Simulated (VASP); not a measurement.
Runs of VASP 6.6.1 on Ge. The structure is that of space group P6_3/mmc (No. 194), or close to it. The cells are those of the table. This isn't the form of Ge at room conditions, which is diamond.

| cell | gap on the mesh (eV) | pressure (GPa) |
| --- | --- | --- |
| a = 3.645, b = 3.645, c = 5.749 Å, angles 90.0, 90.0, 120.0°, 4 atoms | none | 18.6 |
| a = 3.493, b = 3.493, c = 6.499 Å, angles 90.0, 90.0, 120.0°, 4 atoms | none | (a) |
| a = 3.493, b = 3.493, c = 5.999 Å, angles 90.0, 90.0, 120.0°, 4 atoms | none | 23.5 |
| a = 3.493, b = 3.493, c = 6.249 Å, angles 90.0, 90.0, 120.0°, 4 atoms | none | 16.3 |
| a = 3.645, b = 3.645, c = 5.999 Å, angles 90.0, 90.0, 120.0°, 4 atoms | none | 11.8 |
| a = 3.493, b = 3.493, c = 5.749 Å, angles 90.0, 90.0, 120.0°, 4 atoms | none | (b) |

Alike in all rows: task single point; level PBEsol; potentials or basis VASP PAW PBE potentials, release 64 (Ge_d); no spin polarisation; k mesh 12 × 12 × 8; cutoff (eV) 520; smearing gaussian 0.15 eV.

Q: Estimate the missing entries.

A: (a) 10.5; (b) 32.5.

Caveats: the cell stands under pressure; the PAW data sets were made with another functional, which shifts forces and pressure a little.

A k mesh can miss the band edges, and the runs leave out spin-orbit coupling on Ge.

A gap of «none» marks levels without a gap at the run's occupations.
